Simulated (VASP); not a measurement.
Crystal: HgPbBr6.

```
CELL_PARAMETERS angstrom
0.00000 5.25375 5.25375
5.25375 0.00000 5.25375
5.25375 5.25375 0.00000
ATOMIC_POSITIONS crystal
Hg 0.50000 0.50000 0.50000
Pb 0.00000 0.00000 0.00000
Br 0.74762 0.25238 0.25238
Br 0.25238 0.74762 0.74762
Br 0.25238 0.74762 0.25238
Br 0.74762 0.25238 0.74762
Br 0.25238 0.25238 0.74762
Br 0.74762 0.74762 0.25238
```

| Item | Value |
| --- | --- |
| Program | VASP 6.6.1 |
| Task | relaxation of cell and atoms |
| Functional | PBEsol |
| Potentials or basis | VASP PAW PBE potentials, release 64 (Hg, Pb_d, Br) |
| Cutoff | 600 eV |
| k mesh | 4 × 4 × 4 |
| Occupations | fermi-dirac, width 0.03 eV |
| Spin | no spin polarisation |

At the start: pressure 4.9 GPa; volume 36.25 Å³/atom.

Problem. Where does the relaxation end?

Solution. Over 7 steps the energy falls by 71.7 meV/atom and the volume is 41.56 Å³/atom (+14.6 %); space group Fm-3m (No. 225, to 0.1 Å) before and after.

The path:
| step | energy change (eV) | largest force (eV/Å) | pressure (GPa) | volume (Å³) |
| --- | --- | --- | --- | --- |
| 1 | 0.0000 | 0.0955 | 4.92 | 290.03 |
| 2 | -0.5636 | 0.0090 | -0.47 | 339.26 |
| 3 | -0.5734 | 0.0156 | 0.01 | 332.48 |
| 4 | -0.5733 | 0.0124 | -0.05 | 333.37 |
| 5 | -0.5735 | 0.0112 | -0.01 | 332.71 |
| 6 | -0.5735 | 0.0109 | 0.01 | 332.48 |
| 7 | -0.5735 | 0.0072 | 0.01 | 332.49 |

Final structure:
```yaml
crystal:
  lattice:
    - [0.00000, 5.49858, 5.49858]
    - [5.49858, 0.00000, 5.49858]
    - [5.49858, 5.49858, 0.00000]
  atoms:
    - { symbol: Hg, position: [0.50000, 0.50000, 0.50000] }
    - { symbol: Pb, position: [0.00000, 0.00000, 0.00000] }
    - { symbol: Br, position: [0.74814, 0.25186, 0.25186] }
    - { symbol: Br, position: [0.25186, 0.74814, 0.74814] }
    - { symbol: Br, position: [0.25186, 0.74814, 0.25186] }
    - { symbol: Br, position: [0.74814, 0.25186, 0.74814] }
    - { symbol: Br, position: [0.25186, 0.25186, 0.74814] }
    - { symbol: Br, position: [0.74814, 0.74814, 0.25186] }
```

Caveat: the PAW data sets were made with another functional, which shifts forces and pressure a little.
